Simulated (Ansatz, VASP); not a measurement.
**Two plane-wave programs on WSe2**

```
W Se
1.0
    -3.32069    0.00000    0.00000
    -1.66035   -2.87581    0.00000
    -0.66414    0.00000   15.25733
W Se
2 4
Cartesian
  -1.6603 -0.9586 3.8143
  -3.3207 -1.9172 11.4430
  -1.6603 -0.9586 9.7650
  -3.3207 -1.9172 2.1363
  -1.6603 -0.9586 13.1210
  -3.3207 -1.9172 5.4923
```

Alike in both runs: task single point; functional PBE; k mesh 9 × 9 × 2; occupations gaussian, width 0.05 eV; no spin polarisation.

|  | VASP | Ansatz |
| --- | --- | --- |
| version | VASP 6.6.1 | Ansatz 0.2.0 |
| potentials or method | VASP PAW PBE potentials, release 64 (W_sv, Se), cutoff 520 eV | scalar-relativistic, plane waves, PAW |
| valence electrons in the cell | 52 | 92 |

```csv
,VASP,Ansatz,Ansatz less VASP
gap on the k mesh at the Fermi level (eV),1.53,1.53,+0.003
least direct gap on the mesh (eV),1.53,1.53,+0.003
pressure (GPa),0.3,0.0,-0.24
"traceless stress, the component that is largest in VASP (GPa)",0.09,0.03,-0.064
rms of the force components (eV/Å),0.022,0.002,-0.0206
```

Atom by atom the forces differ by 0.021 eV/Å (rms over components). VASP's potentials hold 52 valence electrons a cell and Ansatz's 92, so a difference there can come from the potentials and not from the codes.

Neither program's run includes spin-orbit coupling.
